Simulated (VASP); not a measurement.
# Ag in VASP: further runs

Ag is run at these levels: PBE; tasks: single point.

Program: VASP 6.6.1. These are calculated values, not measurements. Logs are shortened: lines on timing, memory, paths and dates and some standing lists are left out, and cuts for length are marked.

### Step 1. The cell of the first run

The cell holds a slab with vacuum, 6 atoms: a = 2.933 Å, b = 2.933 Å, c = 26.370 Å, α = 90.00°, β = 90.00°, γ = 90.00°.

### Step 2. Single point, PBE

File INCAR:

```
SYSTEM = Ag
PREC = Accurate ; ENCUT = 520
EDIFF = 1E-7 ; ISMEAR = -1
SIGMA = 0.1 ; LREAL = .False.
LASPH = .True. ; NELM = 80
ALGO = Normal ; ISIF = 2
LWAVE = .False. ; LCHARG = .False.
LDIPOL = .True. ; IDIPOL = 3
DIPOL = 0.5 0.5 0.500 ; GGA = PE
NBANDS = 42
```

File KPOINTS:

```
regular mesh
0
Gamma
  12 12 1
  0 0 0
```

File POSCAR:

```
Ag
1.0
    2.9330648187      0.0000000000      0.0000000000
    0.0000000000      2.9330648187      0.0000000000
    0.0000000000      0.0000000000     26.3700000000
Ag
6
Direct
    0.2500000000      0.2500000000      0.3033759933
    0.7500000000      0.7500000000      0.3820255960
    0.2500000000      0.2500000000      0.4606751987
    0.7500000000      0.7500000000      0.5393248013
    0.2500000000      0.2500000000      0.6179744040
    0.7500000000      0.7500000000      0.6966240067
```

Potentials or basis: VASP PAW PBE potentials, release 64 (Ag).

Started as:

```bash
cat potpaw_PBE.64/Ag/POTCAR > POTCAR
mpirun -np 1 vasp_std > vasp.out
```

OUTCAR:

```text
SYSTEM = Ag
   PREC = Accurate
   ENCUT = 520
   EDIFF = 1E-7
   ISMEAR = -1
   LREAL = .False.
   LASPH = .True.
   NELM = 80
   ISIF = 2
   GGA = PE

 ion  position               nearest neighbor table
   1  0.250  0.250  0.303-   2 2.93   2 2.93   2 2.93   2 2.93
   2  0.750  0.750  0.382-   1 2.93   1 2.93   1 2.93   1 2.93   3 2.93   3 2.93   3 2.93   3 2.93

   3  0.250  0.250  0.461-   4 2.93   4 2.93   4 2.93   4 2.93   2 2.93   2 2.93   2 2.93   2 2.93

   4  0.750  0.750  0.539-   3 2.93   3 2.93   3 2.93   3 2.93   5 2.93   5 2.93   5 2.93   5 2.93

   5  0.250  0.250  0.618-   6 2.93   6 2.93   6 2.93   6 2.93   4 2.93   4 2.93   4 2.93   4 2.93

   6  0.750  0.750  0.697-   5 2.93   5 2.93   5 2.93   5 2.93

  LATTYP: Found a simple tetragonal cell.
 ALAT       =     2.9330648187
 C/A-ratio  =     8.9905957181

  Lattice vectors:

 A1 = (   2.9330648187,   0.0000000000,   0.0000000000)
 A2 = (   0.0000000000,   2.9330648187,   0.0000000000)
 A3 = (   0.0000000000,   0.0000000000,  26.3700000000)

Analysis of symmetry for initial positions (statically):
=====================================================================
 Subroutine PRICEL returns:
 Original cell was already a primitive cell.

 Routine SETGRP: Setting up the symmetry group for a
 simple tetragonal supercell.

 Subroutine GETGRP returns: Found 16 space group operations
 (whereof  4 operations were pure point group operations)
 out of a pool of 16 trial point group operations.

The static configuration has the point symmetry C_2h.
 The point group associated with its full space group is D_4h.

Analysis of symmetry for dynamics (positions and initial velocities):
=====================================================================
 Subroutine PRICEL returns:
 Original cell was already a primitive cell.

 Routine SETGRP: Setting up the symmetry group for a
 simple tetragonal supercell.

 Subroutine GETGRP returns: Found 16 space group operations
 (whereof  4 operations were pure point group operations)
 out of a pool of 16 trial point group operations.

The dynamic configuration has the point symmetry C_2h.
 The point group associated with its full space group is D_4h.

 Subroutine INISYM returns: Found 16 space group operations
 (whereof  4 operations are pure point group operations),
 and found     1 'primitive' translations

----------------------------------------------------------------------------------------

                                     Primitive cell

  volume of cell :     226.8577

  direct lattice vectors                    reciprocal lattice vectors
     2.933064819  0.000000000  0.000000000     0.340940300  0.000000000  0.000000000
     0.000000000  2.933064819  0.000000000     0.000000000  0.340940300  0.000000000
     0.000000000  0.000000000 26.370000000     0.000000000  0.000000000  0.037921881

  length of vectors
     2.933064819  2.933064819 26.370000000     0.340940300  0.340940300  0.037921881

  position of ions in fractional coordinates (direct lattice)
     0.250000000  0.250000000  0.303375993
     0.750000000  0.750000000  0.382025596
     0.250000000  0.250000000  0.460675199
     0.750000000  0.750000000  0.539324801
     0.250000000  0.250000000  0.617974404
     0.750000000  0.750000000  0.696624007

  ion indices of the primitive-cell ions
   primitive index   ion index
                 1           1
                 2           2
                 3           3
                 4           4
                 5           5
                 6           6

----------------------------------------------------------------------------------------

 KPOINTS: regular mesh

Automatic generation of k-mesh.
 Grid dimensions read from file:
 generate k-points for:   12   12    1

 Generating k-lattice:

  Cartesian coordinates                     Fractional coordinates (reciprocal lattice)
     0.028411692  0.000000000  0.000000000     0.083333333  0.000000000  0.000000000
     0.000000000  0.028411692  0.000000000     0.000000000  0.083333333  0.000000000
     0.000000000  0.000000000  0.037921881     0.000000000  0.000000000  1.000000000

  Length of vectors
     0.028411692  0.028411692  0.037921881

  Shift w.r.t. Gamma in fractional coordinates (k-lattice)
     0.000000000  0.000000000  0.000000000

 Subroutine IBZKPT returns following result:
 ===========================================

 Found     28 irreducible k-points:

 Following reciprocal coordinates:
            Coordinates               Weight
  0.000000  0.000000  0.000000      1.000000
  0.083333  0.000000  0.000000      4.000000
  0.166667  0.000000  0.000000      4.000000
  0.250000  0.000000  0.000000      4.000000
  0.333333  0.000000  0.000000      4.000000
  0.416667  0.000000  0.000000      4.000000
[... 16 lines left out ...]
  0.333333  0.333333  0.000000      4.000000
  0.416667  0.333333  0.000000      8.000000
 [... further k-points ...]
   k-points           NKPTS =     28   k-points in BZ     NKDIM =     28   number of bands    NBANDS=     42
   number of dos      NEDOS =    301   number of ions     NIONS =      6
   total plane-waves  NPLWV = 112896
   dimension x,y,z NGX =    24 NGY =   24 NGZ =  196
   dimension x,y,z NGXF=    48 NGYF=   48 NGZF=  392
   ions per type =               6
   NGX,Y,Z   is equivalent  to a cutoff of  13.60, 13.60, 12.36 a.u.
   NGXF,Y,Z  is equivalent  to a cutoff of  27.21, 27.21, 24.71 a.u.
 SYSTEM =  Ag
   PREC   = accura    normal or accurate (medium, high low for compatibility)
   ISTART =      0    job   : 0-new  1-cont  2-samecut
   ICHARG =      2    charge: 1-file 2-atom 10-const
   ISPIN  =      1    spin polarized calculation?
   LNONCOLLINEAR =      F non collinear calculations
   LSORBIT =      F    spin-orbit coupling
   LASPH  =      T    aspherical Exc in radial PAW
   ENCUT  =  520.0 eV  38.22 Ry    6.18 a.u.   5.45  5.45 49.03*2*pi/ulx,y,z
   NELM   =     80;   NELMIN=  2; NELMDL= -5     # of ELM steps
   EDIFF  = 0.1E-06   stopping-criterion for ELM
   LREAL  =      F    real-space projection
   EDIFFG = 0.1E-05   stopping-criterion for IOM
   NSW    =      0    number of steps for IOM
   IBRION =     -1    ionic relax: 0-MD 1-quasi-New 2-CG
   NFREE  =      0    steps in history (QN), initial steepest desc. (CG)
   ISIF   =      2    stress and relaxation
   ISYM   =      2    0-nonsym 1-usesym 2-fastsym
   POTIM  = 0.5000    time-step for ionic-motion
   TEBEG  =    0.0;   TEEND  =   0.0 temperature during run
   PSTRESS=    0.0 pullay stress
   NELECT =      66.0000    total number of electrons
   NUPDOWN=      -1.0000    fix difference up-down
   EMIN   =  10.00;   EMAX   =-10.00  energy-range for DOS
   EFERMI =   0.00;   METHOD = LEGACY
   ISMEAR =    -1;   SIGMA  =   0.10  broadening in eV -4-tet -1-fermi 0-gaus
   EFERMI_NEDOS =   21; number of points for ismear=-14 and -15
   IALGO  =     38    algorithm
   IMIX   =      4    mixing-type and parameters
     AMIX     =   0.40;   BMIX     =  1.00
     AMIX_MAG =   1.60;   BMIX_MAG =  1.00
  volume/ion in A,a.u.               =      37.81       255.15
  Fermi-wavevector in a.u.,A,eV,Ry     =   1.084772  2.049921 16.010377  1.176730
  Thomas-Fermi vector in A             =   2.220870
   LORBIT       =      0    0 simple, 1 ext, 2 COOP (PROOUT), +10 PAW based schemes
   GGA     = PE    functional components
   LHFCALC =     F    Hartree Fock is set to
   AEXX    =    0.0000 exact exchange contribution
   IVDW    =     0    specifies the selected vdW correction
   LEPSILON=     F    determine dielectric tensor
   LRPA    =     F    only Hartree local field effects (RPA)
 non-spin polarized calculation
  energy-cutoff  :      520.00
  volume of cell :      226.86
 maximum number of plane-waves:      6171
 NGX is ok and might be reduce to    24
   NGX = 11   NGY = 11   NGZ = 99

 dipolmoment           0.000000      0.000000      0.000000 electrons x Angstroem

 number of electron      66.0000015 magnetization

 dipolmoment           0.000000      0.000000     -0.000000 electrons x Angstroem

 Free energy of the ion-electron system (eV)
  ---------------------------------------------------
  ext. energy  EPLUGINS =         0.00000000
  ---------------------------------------------------
  free energy    TOTEN  =       -15.45945654 eV

  energy without entropy =      -15.41049689  energy(sigma->0) =      -15.43497671

 E-fermi :   1.4623     XC(G=0):  -6.2944

 val. band max:        1.4307756746   @ k =   0.2500   0.2500   0.0000
 cond. band min:       1.5675089920   @ k =   0.3333   0.1667   0.0000
 fundamental gap:      0.1367333174
 Fermi energy:         1.4623135249

 k-point     1 :       0.0000    0.0000    0.0000
  band No.  band energies     occupation
      1      -5.7300      2.00000
      2      -5.0793      2.00000
      3      -4.5812      2.00000
      4      -4.4835      2.00000
      5      -4.4105      2.00000
      6      -4.2743      2.00000
[... 34 lines left out ...]
     41       7.7845      0.00000
     42       9.5048      0.00000

 k-point     2 :       0.0833    0.0000    0.0000
  band No.  band energies     occupation
      1      -5.5954      2.00000
      2      -4.9623      2.00000
      3      -4.5170      2.00000
      4      -4.4127      2.00000
      5      -4.3406      2.00000
      6      -4.2059      2.00000
[... 34 lines left out ...]
     41       7.8809      0.00000
     42       9.6150      0.00000

 k-point     3 :       0.1667    0.0000    0.0000
  band No.  band energies     occupation
      1      -5.2202      2.00000
      2      -4.6834      2.00000
      3      -4.3914      2.00000
      4      -4.2658      2.00000
      5      -4.1636      2.00000
      6      -3.9836      2.00000
[... 897 lines left out ...]
      4      -4.0646      2.00000
      5      -3.8704      2.00000
      6      -3.8615      2.00000
[... 34 lines left out ...]
     41       8.2855      0.00000
     42       8.6665      0.00000

 k-point    24 :       0.4167    0.3333    0.0000
  band No.  band energies     occupation
      1      -4.2949      2.00000
      2      -4.2737      2.00000
      3      -4.2548      2.00000
      4      -4.2190      2.00000
      5      -3.9878      2.00000
      6      -3.9614      2.00000
[... 34 lines left out ...]
     41       8.8572      0.00000
     42       9.2306      0.00000

 [... further k-points ...]

------------------------ aborting loop because EDIFF is reached ----------------------------------------

 vacuum level on the upper side and lower side of the slab       (xc-potential included)        -0.129        -0.129

  FORCE on cell =-STRESS in cart. coord.  units (eV):
  Direction    XX          YY          ZZ          XY          YZ          ZX
  --------------------------------------------------------------------------------------
  -------------------------------------------------------------------------------------
  Total       -1.3124141     -1.3124141     -0.5754934      0.0000000     -0.0000000     -0.0000000
  in kB       -9.2688963     -9.2688963     -4.0644099      0.0000000     -0.0000000     -0.0000000
  external PRESSURE =      -7.5340675 kB  Pullay stress =       0.0000000 kB

 VOLUME and BASIS-vectors are now :
 -----------------------------------------------------------------------------
  energy-cutoff  :      520.00
  volume of cell :      226.86
      direct lattice vectors                 reciprocal lattice vectors
     2.933064819  0.000000000  0.000000000     0.340940300  0.000000000  0.000000000
     0.000000000  2.933064819  0.000000000     0.000000000  0.340940300  0.000000000
     0.000000000  0.000000000 26.370000000     0.000000000  0.000000000  0.037921881

 POSITION                                       TOTAL-FORCE (eV/Angst)
 -----------------------------------------------------------------------------------
      0.73327      0.73327      8.00002        -0.000000     -0.000000      0.116017
      2.19980      2.19980     10.07401        -0.000000     -0.000000     -0.107361
      0.73327      0.73327     12.14800        -0.000000     -0.000000     -0.002099
      2.19980      2.19980     14.22200        -0.000000      0.000000      0.002099
      0.73327      0.73327     16.29599         0.000000      0.000000      0.107361
      2.19980      2.19980     18.36998        -0.000000     -0.000000     -0.116017
 -----------------------------------------------------------------------------------
    total drift:                                0.000000      0.000000     -0.000000

  FREE ENERGIE OF THE ION-ELECTRON SYSTEM (eV)
  ---------------------------------------------------
  free  energy   TOTEN  =       -15.4594565355 eV

  energy  without entropy=      -15.4104968914  energy(sigma->0) =      -15.43497671

 vacuum level on the upper side and lower side of the slab         5.624         5.624
```

Run time: 3.3 min. Hardware: 1 thread of Intel Xeon 6975P-C (Granite Rapids), shared host; peak memory 0.42 GiB.

Results:

```yaml
Free_energy: -15.4595 eV
Largest_force: 0.116 eV/Å
Band_gap_on_the_k_mesh: zero (bands 33 and 34 overlap by 6.05 eV)
```

Forces in eV/Å, atoms in the order of the input:
```
Ag   0.000  0.000  0.116
Ag   0.000  0.000 -0.107
Ag   0.000  0.000 -0.002
Ag   0.000  0.000  0.002
Ag   0.000  0.000  0.107
Ag   0.000  0.000 -0.116
```

[end of part 1 of 2]

The gap in the log of VASP goes by the Fermi energy; the results here count the filled bands.